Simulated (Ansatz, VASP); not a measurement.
CoO in VASP and in Ansatz

File INCAR:

```
SYSTEM = CoO
ALGO = Normal
EDIFF = 1E-6
ENCUT = 520
GGA = PE
ISIF = 2
ISMEAR = 0
ISPIN = 2
LASPH = .TRUE.
LCHARG = .FALSE.
LDAU = .TRUE.
LDAUJ = 0 0
LDAUL = 2 -1
LDAUPRINT = 1
LDAUTYPE = 2
LDAUU = 3.3 0
LMAXMIX = 4
LORBIT = 11
LREAL = .FALSE.
LWAVE = .FALSE.
MAGMOM = 3 -3 0 0
NBANDS = 27
NELM = 150
PREC = Accurate
SIGMA = 0.05
```

KPOINTS

```
k-points
0
G
  10 10 5
  0 0 0
```

Contents of POSCAR:

```
CoO
1.0
    0.0000000000      2.1315016559      2.1315016559
    4.2630033118      2.1315016559      2.1315016559
    4.2630033118      4.2630033118      0.0000000000
Co O
2 2
Direct
    0.0000000000      0.0000000000      0.0000000000
    0.0000000000      0.0000000000      0.5000000000
    0.5000000000      0.5000000000      0.0000000000
    0.5000000000      0.5000000000      0.5000000000
```

Input for Ansatz:

```yaml
crystal:
  lattice:
    - [0.0, 2.1315016559, 2.1315016559]
    - [4.2630033118, 2.1315016559, 2.1315016559]
    - [4.2630033118, 4.2630033118, 0.0]
  atoms:
    - { symbol: Co, position: [0.0, 0.0, 0.0], spin: 3.0 }
    - { symbol: O, position: [0.5, 0.5, 0.0] }
    - { symbol: Co, position: [0.0, 0.0, 0.5], spin: -3.0 }
    - { symbol: O, position: [0.5, 0.5, 0.5] }
basis:
  ecutwfc: 420
  ecutrho_ratio: 4
kpoints:
  mp_grid: { grid: [10, 10, 5] }
hamiltonian:
  xc: pbe
  hubbard: { sites: [{ species: Co, l: d, u_eff: 3.3 }] }
scf:
  occupations: { method: gaussian, width: 0.05 }
  lower_state_search: "off"
output:
  forces: true
  stress: true
  eigenvalues: true
  populations: true
  hubbard: { sites: [{ species: Co, l: d }] }
magnetization:
  spin_polarized: true
checkpoint:
  read: start.run
  write: ck
  compress: false
  write_wavefunctions: false
  write_every: 100000
```

Alike in both runs: task single point; functional PBE; k mesh 10 × 10 × 5; occupations gaussian, width 0.05 eV; collinear spin; Hubbard terms Co d U = 3.3 eV.

```csv
,VASP,Ansatz
version,VASP 6.6.1,Ansatz 0.2.0
potentials or method,"VASP PAW PBE potentials, release 64 (Co, O), cutoff 520 eV","scalar-relativistic, plane waves, PAW"
valence electrons in the cell,30,46
```

```tsv
	VASP	Ansatz	Ansatz less VASP
gap on the k mesh at the Fermi level (eV)	0.10	1.39	+1.289
least direct gap on the mesh (eV)	1.34	2.13	+0.797
pressure (GPa)	4.6	8.4	+3.78
net moment per atom (μB)	0.00	0.00	0.000
size of the moment on the site where the two differ most (μB)	2.75	2.59	-0.153
```

Site moments also hang on the region over which each program counts them. The programs project onto different local orbitals, so the same U acts differently, and such runs can settle in different states. VASP's potentials hold 30 valence electrons a cell and Ansatz's 46, so a difference there can come from the potentials and not from the codes. Ansatz's warnings: stability check not made.
